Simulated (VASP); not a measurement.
# Ca3Mg13S16 (P1) in VASP: single point with PBEsol

Aim: the single point of Ca3Mg13S16 with PBEsol.

All numbers are computed with VASP 6.6.1; they aren't measurements. Logs are shortened: lines on timing, memory, paths and dates and some standing lists are left out, and cuts for length are marked.

## (1) The cell of the first run

The typed cell holds 64 atoms: a = 10.555 Å, b = 10.555 Å, c = 10.555 Å, α = 90.00°, β = 90.00°, γ = 90.00°.

## (2) Single point, PBEsol

Input file INCAR:

```
  PREC = Accurate
  ENCUT = 520
  EDIFF = 1E-6
  ISMEAR = -1
  SIGMA = 0.05
  LREAL = Auto
  LASPH = True
  NELM = 80
  ALGO = Normal
  ISIF = 2
  LWAVE = False
  LCHARG = True
  GGA = PS
  LELF = True
  LVHAR = True
  NBANDS = 190
  ISYM = 0
```

Input file KPOINTS:

```
Automatic mesh
0
Gamma
  1 1 1
  0.25 0.25 0.25
```

Input file POSCAR:

```
Ca3Mg13S16
1.0
   10.5545122675      0.0000000000      0.0000000000
    0.0000000000     10.5545122675      0.0000000000
    0.0000000000      0.0000000000     10.5545122675
S Mg Ca
32 26 6
Direct
    0.2403630000      0.9989720000      0.9996080000
    0.2402100000      0.9914030000      0.5010460000
    0.2474050000      0.5012560000      0.9984300000
    0.2404050000      0.5093120000      0.5015860000
    0.7599950000      0.9996060000      0.9984540000
    0.7604620000      0.9990710000      0.5014790000
    0.7525850000      0.5002260000      0.9903740000
    0.7592070000      0.5010390000      0.5089020000
    0.9985410000      0.2513580000      0.0017900000
    0.9906530000      0.2507990000      0.4985910000
    0.9994950000      0.7486980000      0.0006420000
    0.9980760000      0.7495820000      0.4995110000
    0.5016970000      0.2587860000      0.0093280000
    0.5087860000      0.2507660000      0.4915840000
    0.5006430000      0.7412510000      0.0019550000
    0.5015830000      0.7497960000      0.4985950000
    0.0018380000      0.9999620000      0.2501520000
    0.0008350000      0.9987600000      0.7502550000
    0.0093820000      0.5002430000      0.2490540000
    0.0017930000      0.5013050000      0.7510890000
    0.4981710000      0.9992970000      0.2499920000
    0.4996430000      0.9914510000      0.7508090000
    0.4909040000      0.5015060000      0.2419380000
    0.4982290000      0.5090860000      0.7585930000
    0.2495270000      0.2489380000      0.2409290000
    0.2411880000      0.2495970000      0.7591680000
    0.2499080000      0.7516790000      0.2491200000
    0.2491180000      0.7508610000      0.7514070000
    0.7509310000      0.2406160000      0.2488080000
    0.7592370000      0.2483670000      0.7508660000
    0.7500260000      0.7593950000      0.2495180000
    0.7508300000      0.7514400000      0.7502220000
    0.0001850000      0.9995120000      0.0000890000
    0.9992530000      0.9980330000      0.5002910000
    0.0013000000      0.5004210000      0.9986120000
    0.9998800000      0.5020150000      0.5017690000
    0.4979730000      0.5013880000      0.0002110000
    0.2459120000      0.2517110000      0.0010630000
    0.2477160000      0.7486740000      0.0001500000
    0.2463000000      0.7503190000      0.5002060000
    0.7537520000      0.2498020000      0.9998620000
    0.7531470000      0.2482740000      0.5000650000
    0.7520470000      0.7500000000      0.9984180000
    0.7527570000      0.7518330000      0.5015500000
    0.2472310000      0.9983420000      0.2478810000
    0.2453550000      0.9967380000      0.7520000000
    0.2487890000      0.5024640000      0.2460340000
    0.2467870000      0.5040630000      0.7531830000
    0.7540640000      0.9997470000      0.2498220000
    0.7555390000      0.9982960000      0.7503880000
    0.7546540000      0.5024280000      0.7509230000
    0.9999990000      0.2485050000      0.2483730000
    0.9991560000      0.2499760000      0.7521160000
    0.0016120000      0.7517700000      0.2498110000
    0.0000760000      0.7501870000      0.7504490000
    0.4997760000      0.2493730000      0.2482460000
    0.4984740000      0.7507670000      0.2490070000
    0.4999700000      0.7495800000      0.7518340000
    0.5002130000      0.9984010000      0.0013610000
    0.5016520000      0.9981720000      0.4995380000
    0.4996040000      0.5023850000      0.5003590000
    0.2453120000      0.2502180000      0.4987010000
    0.7518310000      0.5003170000      0.2481160000
    0.5015630000      0.2514120000      0.7532580000
```

Potentials or basis: VASP PAW PBE potentials, release 64 (S, Mg, Ca_sv).

Run with:

```
$ cat potpaw_PBE.64/S/POTCAR potpaw_PBE.64/Mg/POTCAR potpaw_PBE.64/Ca_sv/POTCAR > POTCAR
$ mpirun -np 1 vasp_std > vasp.out
```

OUTCAR:

```text
PREC = Accurate
   ENCUT = 520
   EDIFF = 1E-6
   ISMEAR = -1
   LREAL = Auto
   LASPH = True
   NELM = 80
   ISIF = 2
   GGA = PS
   ISYM = 0

 ion  position               nearest neighbor table
   1  0.240  0.999  1.000-  33 2.53  46 2.61  45 2.62  39 2.64  38 2.67  59 2.74
   2  0.240  0.991  0.501-  34 2.54  40 2.55  46 2.65  45 2.67  62 2.73  60 2.76
   3  0.247  0.501  0.998-  48 2.59  35 2.60  39 2.61  47 2.61  38 2.63  37 2.64
   4  0.240  0.509  0.502-  36 2.54  40 2.54  48 2.66  47 2.70  62 2.74  61 2.74
   5  0.760  1.000  0.998-  33 2.54  50 2.62  43 2.64  41 2.64  49 2.65  59 2.74
   6  0.760  0.999  0.501-  34 2.52  44 2.61  50 2.63  42 2.63  49 2.66  60 2.73
[... 56 lines left out ...]
  63  0.752  0.500  0.248-  19 2.72   7 2.72  31 2.73  29 2.74   8 2.75  23 2.75
  64  0.502  0.251  0.753-  13 2.70  30 2.72  24 2.72  22 2.74  26 2.75  14 2.76

IMPORTANT INFORMATION: All symmetrisations will be switched off!
NOSYMM: (Re-)initialisation of all symmetry stuff for point group C_1.

----------------------------------------------------------------------------------------

                                     Primitive cell

  volume of cell :    1175.7487

  direct lattice vectors                    reciprocal lattice vectors
    10.554512267  0.000000000  0.000000000     0.094746207  0.000000000  0.000000000
     0.000000000 10.554512267  0.000000000     0.000000000  0.094746207  0.000000000
     0.000000000  0.000000000 10.554512267     0.000000000  0.000000000  0.094746207

  length of vectors
    10.554512267 10.554512267 10.554512267     0.094746207  0.094746207  0.094746207

  position of ions in fractional coordinates (direct lattice)
     0.240363000  0.998972000  0.999608000
     0.240210000  0.991403000  0.501046000
     0.247405000  0.501256000  0.998430000
     0.240405000  0.509312000  0.501586000
     0.759995000  0.999606000  0.998454000
     0.760462000  0.999071000  0.501479000
[... 56 lines left out ...]
     0.751831000  0.500317000  0.248116000
     0.501563000  0.251412000  0.753258000

  ion indices of the primitive-cell ions
   primitive index   ion index
                 1           1
                 2           2
                 3           3
                 4           4
                 5           5
                 6           6
[... 56 lines left out ...]
                63          63
                64          64

----------------------------------------------------------------------------------------

 KPOINTS: Automatic mesh

Automatic generation of k-mesh.
 Grid dimensions read from file:
 generate k-points for:    1    1    1

 Generating k-lattice:

  Cartesian coordinates                     Fractional coordinates (reciprocal lattice)
     0.094746207  0.000000000  0.000000000     1.000000000  0.000000000  0.000000000
     0.000000000  0.094746207  0.000000000     0.000000000  1.000000000  0.000000000
     0.000000000  0.000000000  0.094746207     0.000000000  0.000000000  1.000000000

  Length of vectors
     0.094746207  0.094746207  0.094746207

  Shift w.r.t. Gamma in fractional coordinates (k-lattice)
     0.250000000  0.250000000  0.250000000

 Subroutine IBZKPT returns following result:
 ===========================================

 Found      4 irreducible k-points:

 Following reciprocal coordinates:
            Coordinates               Weight
  0.250000  0.250000  0.250000      2.000000
 -0.250000  0.250000  0.250000      2.000000
 -0.250000 -0.250000  0.250000      2.000000
  0.250000 -0.250000  0.250000      2.000000
   k-points           NKPTS =      4   k-points in BZ     NKDIM =      4   number of bands    NBANDS=    190
   number of dos      NEDOS =    301   number of ions     NIONS =     64
   total plane-waves  NPLWV = 512000
   dimension x,y,z NGX =    80 NGY =   80 NGZ =   80
   dimension x,y,z NGXF=   160 NGYF=  160 NGZF=  160
   ions per type =              32  26   6
   NGX,Y,Z   is equivalent  to a cutoff of  12.60, 12.60, 12.60 a.u.
   NGXF,Y,Z  is equivalent  to a cutoff of  25.20, 25.20, 25.20 a.u.
 SYSTEM =  unknown system
   PREC   = accura    normal or accurate (medium, high low for compatibility)
   ISTART =      0    job   : 0-new  1-cont  2-samecut
   ICHARG =      2    charge: 1-file 2-atom 10-const
   ISPIN  =      1    spin polarized calculation?
   LNONCOLLINEAR =      F non collinear calculations
   LSORBIT =      F    spin-orbit coupling
   LASPH  =      T    aspherical Exc in radial PAW
   ENCUT  =  520.0 eV  38.22 Ry    6.18 a.u.  19.62 19.62 19.62*2*pi/ulx,y,z
   NELM   =     80;   NELMIN=  2; NELMDL= -5     # of ELM steps
   EDIFF  = 0.1E-05   stopping-criterion for ELM
   LREAL  =      T    real-space projection
   EDIFFG = 0.1E-04   stopping-criterion for IOM
   NSW    =      0    number of steps for IOM
   IBRION =     -1    ionic relax: 0-MD 1-quasi-New 2-CG
   NFREE  =      0    steps in history (QN), initial steepest desc. (CG)
   ISIF   =      2    stress and relaxation
   ISYM   =      0    0-nonsym 1-usesym 2-fastsym
   POTIM  = 0.5000    time-step for ionic-motion
   TEBEG  =    0.0;   TEEND  =   0.0 temperature during run
   PSTRESS=    0.0 pullay stress
   NELECT =     304.0000    total number of electrons
   NUPDOWN=      -1.0000    fix difference up-down
   EMIN   =  10.00;   EMAX   =-10.00  energy-range for DOS
   EFERMI =   0.00;   METHOD = LEGACY
   ISMEAR =    -1;   SIGMA  =   0.05  broadening in eV -4-tet -1-fermi 0-gaus
   EFERMI_NEDOS =   21; number of points for ismear=-14 and -15
   IALGO  =     38    algorithm
   IMIX   =      4    mixing-type and parameters
     AMIX     =   0.40;   BMIX     =  1.00
     AMIX_MAG =   1.60;   BMIX_MAG =  1.00
  volume/ion in A,a.u.               =      18.37       123.97
  Fermi-wavevector in a.u.,A,eV,Ry     =   1.042944  1.970879 14.799508  1.087733
  Thomas-Fermi vector in A             =   2.177632
   LORBIT       =      0    0 simple, 1 ext, 2 COOP (PROOUT), +10 PAW based schemes
   GGA     = PS    functional components
   LHFCALC =     F    Hartree Fock is set to
   AEXX    =    0.0000 exact exchange contribution
   IVDW    =     0    specifies the selected vdW correction
   LEPSILON=     F    determine dielectric tensor
   LRPA    =     F    only Hartree local field effects (RPA)
 non-spin polarized calculation
  energy-cutoff  :      520.00
  volume of cell :     1175.75
 maximum number of plane-waves:     31652
 NGX is ok and might be reduce to    80
   NGX = 39   NGY = 39   NGZ = 39

 number of electron     304.0000000 magnetization

 Free energy of the ion-electron system (eV)
  ---------------------------------------------------
  ext. energy  EPLUGINS =         0.00000000
  ---------------------------------------------------
  free energy    TOTEN  =      -299.88811833 eV

  energy without entropy =     -299.88811833  energy(sigma->0) =     -299.88811833

 E-fermi :   4.7075     XC(G=0):  -9.8271

 val. band max:        3.4336305656   @ k =  -0.2500  -0.2500   0.2500
 cond. band min:       6.8238857003   @ k =   0.2500   0.2500   0.2500
 fundamental gap:      3.3902551347
 Fermi energy:         4.7074761388

 k-point     1 :       0.2500    0.2500    0.2500
  band No.  band energies     occupation
      1     -35.2910      2.00000
      2     -35.2855      2.00000
      3     -35.2694      2.00000
      4     -35.0292      2.00000
      5     -34.9984      2.00000
      6     -34.8582      2.00000
[... 156 lines left out ...]
    163       7.8977      0.00000
    164       7.9260      0.00000

 k-point     2 :      -0.2500    0.2500    0.2500
  band No.  band energies     occupation
      1     -35.2910      2.00000
      2     -35.2855      2.00000
      3     -35.2694      2.00000
      4     -35.0292      2.00000
      5     -34.9984      2.00000
      6     -34.8582      2.00000
[... 156 lines left out ...]
    163       7.8849      0.00000
    164       7.9087      0.00000

 k-point     3 :      -0.2500   -0.2500    0.2500
  band No.  band energies     occupation
      1     -35.2910      2.00000
      2     -35.2855      2.00000
      3     -35.2694      2.00000
      4     -35.0292      2.00000
      5     -34.9984      2.00000
      6     -34.8582      2.00000
[... 156 lines left out ...]
    163       7.9039      0.00000
    164       7.9151      0.00000

 k-point     4 :       0.2500   -0.2500    0.2500
  band No.  band energies     occupation
      1     -35.2910      2.00000
      2     -35.2855      2.00000
      3     -35.2694      2.00000
      4     -35.0292      2.00000
      5     -34.9984      2.00000
      6     -34.8582      2.00000
[... 156 lines left out ...]
    163       7.9126      0.00000
    164       7.9448      0.00000
 [bands above 164 left out]

------------------------ aborting loop because EDIFF is reached ----------------------------------------

  FORCE on cell =-STRESS in cart. coord.  units (eV):
  Direction    XX          YY          ZZ          XY          YZ          ZX
  --------------------------------------------------------------------------------------
  -------------------------------------------------------------------------------------
  Total       -2.4385896      0.1701112      0.2242759     -0.0305696      0.0696927     -0.0402123
  in kB       -3.3230341      0.2318083      0.3056179     -0.0416569      0.0949693     -0.0547968
  external PRESSURE =      -0.9285360 kB  Pullay stress =       0.0000000 kB

 VOLUME and BASIS-vectors are now :
 -----------------------------------------------------------------------------
  energy-cutoff  :      520.00
  volume of cell :     1175.75
      direct lattice vectors                 reciprocal lattice vectors
    10.554512267  0.000000000  0.000000000     0.094746207  0.000000000  0.000000000
     0.000000000 10.554512267  0.000000000     0.000000000  0.094746207  0.000000000
     0.000000000  0.000000000 10.554512267     0.000000000  0.000000000  0.094746207

 POSITION                                       TOTAL-FORCE (eV/Angst)
 -----------------------------------------------------------------------------------
      2.53691     10.54366     10.55037        -0.022063     -0.007842     -0.009005
      2.53530     10.46378      5.28830        -0.027036     -0.029412     -0.009759
      2.61124      5.29051     10.53794         0.001120     -0.001779     -0.000900
      2.53736      5.37554      5.29400        -0.016325      0.013022      0.005646
      8.02138     10.55035     10.53819         0.018987      0.005934      0.004584
      8.02631     10.54471      5.29287         0.017162      0.002218      0.007155
[... 56 lines left out ...]
      7.93521      5.28060      2.61874         0.000398     -0.001410     -0.000649
      5.29375      2.65353      7.95027        -0.000974     -0.001605     -0.002232
 -----------------------------------------------------------------------------------
    total drift:                               -0.003439     -0.001919      0.003935

  FREE ENERGIE OF THE ION-ELECTRON SYSTEM (eV)
  ---------------------------------------------------
  free  energy   TOTEN  =      -299.8881183290 eV

  energy  without entropy=     -299.8881183289  energy(sigma->0) =     -299.88811833
```

Run time: 44 min. Hardware: 1 thread of Intel Xeon 8259CL, shared host; peak memory 1.3 GiB.

Results:

```yaml
Free_energy: -299.8881 eV
Pressure: -0.1 GPa
Largest_force: 0.044 eV/Å
Band_gap_on_the_k_mesh: 3.39 eV
```

Forces on the atoms (eV/Å):
```
S   -0.022 -0.008 -0.009
S   -0.027 -0.029 -0.010
S    0.001 -0.002 -0.001
S   -0.016  0.013  0.006
S    0.019  0.006  0.005
S    0.017  0.002  0.007
S   -0.005 -0.004 -0.019
S    0.029  0.013  0.031
S   -0.003  0.002  0.000
S   -0.025 -0.004 -0.005
S   -0.001 -0.001  0.004
S   -0.001  0.000  0.001
S    0.011  0.026  0.023
S    0.013  0.002 -0.015
S   -0.003 -0.025  0.001
S    0.002  0.002 -0.003
S   -0.002 -0.003 -0.003
S    0.002  0.000 -0.002
S    0.023  0.006  0.005
S    0.004  0.002  0.003
S   -0.005 -0.003  0.000
S   -0.007 -0.021 -0.007
S   -0.024 -0.003 -0.027
S    0.010  0.026  0.027
S   -0.006 -0.012 -0.026
S   -0.013 -0.003  0.011
S    0.000 -0.003 -0.006
S    0.001  0.000 -0.003
S   -0.007 -0.020 -0.004
S    0.026  0.010  0.008
S    0.005  0.023  0.007
S    0.003  0.006  0.003
Mg   0.001  0.001  0.001
Mg   0.002  0.002 -0.002
Mg   0.000 -0.001 -0.001
Mg  -0.003  0.003 -0.002
Mg   0.004 -0.001 -0.001
Mg  -0.003  0.002  0.003
Mg   0.003  0.002  0.000
Mg  -0.001  0.004  0.000
Mg  -0.005  0.001 -0.001
Mg   0.001 -0.005  0.001
Mg   0.001 -0.001 -0.003
Mg   0.002 -0.004 -0.001
Mg  -0.001  0.002  0.006
Mg   0.001 -0.002  0.005
Mg   0.001  0.004 -0.001
Mg  -0.003  0.002  0.000
Mg   0.001  0.002 -0.004
Mg   0.004 -0.003 -0.004
Mg  -0.003 -0.002 -0.001
Mg   0.004 -0.004  0.001
Mg  -0.003  0.000  0.002
Mg  -0.001 -0.002  0.002
Mg   0.000  0.000 -0.002
Mg   0.004  0.003 -0.002
Mg  -0.003  0.002  0.001
Mg   0.000 -0.003  0.000
Ca  -0.001  0.002 -0.001
Ca   0.000  0.003 -0.001
Ca  -0.001 -0.003  0.001
Ca   0.004  0.002  0.001
Ca   0.000 -0.001 -0.001
Ca  -0.001 -0.002 -0.002
```

Caveat: the PAW data sets were made with another functional, which shifts forces and pressure a little; a shifted mesh leaves out Γ, where band edges can lie. A k mesh can miss the band edges.
